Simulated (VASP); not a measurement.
A run of VASP 6.6.1:

INCAR

```
SYSTEM = NaH
ALGO = Normal
EDIFF = 1E-6
EDIFFG = -0.02
ENCUT = 600
GGA = PE
IBRION = 2
ISIF = 3
ISMEAR = -1
LASPH = .True.
LCHARG = .False.
LREAL = .False.
LWAVE = .False.
NELM = 100
NSW = 80
PREC = Accurate
SIGMA = 0.05
```

The input KPOINTS:

```
k-points
0
Gamma
  9 9 9
  0 0 0
```

POSCAR

```
NaH
1.0
    2.9551240000      0.0000000000      0.0000000000
    0.0000000000      2.9551240000      0.0000000000
    0.0000000000      0.0000000000      2.9551240000
Na H
1 1
Direct
    0.0000000000      0.0000000000      0.0000000000
    0.5000000000      0.5000000000      0.5000000000
```

Potentials or basis: VASP PAW PBE potentials, release 64 (Na_pv, H).

The run is started by

```console
$ cat potpaw_PBE.64/Na_pv/POTCAR potpaw_PBE.64/H/POTCAR > POTCAR
$ mpirun -np 1 vasp_std > vasp.out
```

Hardware: 1 thread of Intel(R) Xeon(R) Platinum 8559C (Emerald Rapids) (shared host).

Problem. How long does it take, and how much memory?

Solution. Run time: 4 s on 1 thread of Intel(R) Xeon(R) Platinum 8559C (Emerald Rapids), on a shared host, peak memory 0.12 GiB. Counts: scf iterations 11, k points 35, ion steps 1.
